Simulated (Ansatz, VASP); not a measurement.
**Si: VASP beside Ansatz**

The input POSCAR:

```
Si
1.0
    3.7934185058      0.0000000000      0.0000000000
   -1.8967092529      3.2851967932      0.0000000000
    0.0000000000      0.0000000000      6.2771598224
Si
4
Direct
    0.3333333333      0.6666666667      0.0005609416
    0.6666666667      0.3333333333      0.5005609416
    0.3333333333      0.6666666667      0.3744390584
    0.6666666667      0.3333333333      0.8744390584
```

Contents of INCAR.step1:

```
SYSTEM = Si
ALGO = Normal
EDIFF = 1E-4
ENCUT = 520
GGA = PE
ISMEAR = 0
LASPH = .True.
LCHARG = .False.
LREAL = .False.
LWAVE = .True.
NBANDS = 16
NELM = 80
PREC = Accurate
SIGMA = 0.01
```

INCAR.step2

```
SYSTEM = Si
ALGO = Normal
EDIFF = 1E-7
ENCUT = 520
ISIF = 2
ISMEAR = 0
ISTART = 1
LASPH = .True.
LCHARG = .False.
LMIXTAU = .True.
LREAL = .False.
LWAVE = .False.
METAGGA = R2SCAN
NBANDS = 16
NELM = 80
PREC = Accurate
SIGMA = 0.01
```

KPOINTS

```
k-points
0
Gamma
  6 6 4
  0 0 0
```

Input for Ansatz:

```yaml
crystal:
  lattice:
    - [3.7934185058, 0.0, 0.0]
    - [-1.8967092529, 3.2851967932, 0.0]
    - [0.0, 0.0, 6.2771598224]
  atoms:
    - { symbol: Si, position: [0.3333333333, 0.6666666667, 0.0005609416] }
    - { symbol: Si, position: [0.6666666667, 0.3333333333, 0.5005609416] }
    - { symbol: Si, position: [0.3333333333, 0.6666666667, 0.3744390584] }
    - { symbol: Si, position: [0.6666666667, 0.3333333333, 0.8744390584] }
kpoints:
  mp_grid: { grid: [6, 6, 4] }
hamiltonian:
  xc: r2scan
scf:
  occupations: { method: fixed }
  n_extra_bands: 5
output:
  forces: true
  stress: true
  eigenvalues: true
```

Alike in both runs: task single point; functional r2SCAN; k mesh 6 × 6 × 4; no spin polarisation.

```csv
,VASP,Ansatz
version,VASP 6.6.1,Ansatz 0.2.0
potentials or method,"VASP PAW PBE potentials, release 64 (Si)","plane waves, PAW"
plane-wave cutoff (eV),520,500
occupations,"gaussian, width 0.01 eV",fixed
valence electrons in the cell,16,16
```

Ansatz gave:

* gap on the k mesh at the Fermi level (eV): 0.54
* pressure (GPa): 3.2
* traceless stress, the component that is largest in VASP (GPa): -0.13
* rms of the force components (eV/Å): 0.003

Q: What did VASP give for the same quantities?

A: gap on the k mesh at the Fermi level (eV): 0.56; pressure (GPa): 3.0; traceless stress, the component that is largest in VASP (GPa): -0.14; rms of the force components (eV/Å): 0.002.

VASP's potentials were made for PBE, not for r2SCAN. Atom by atom the forces differ by 0.001 eV/Å (rms over components).
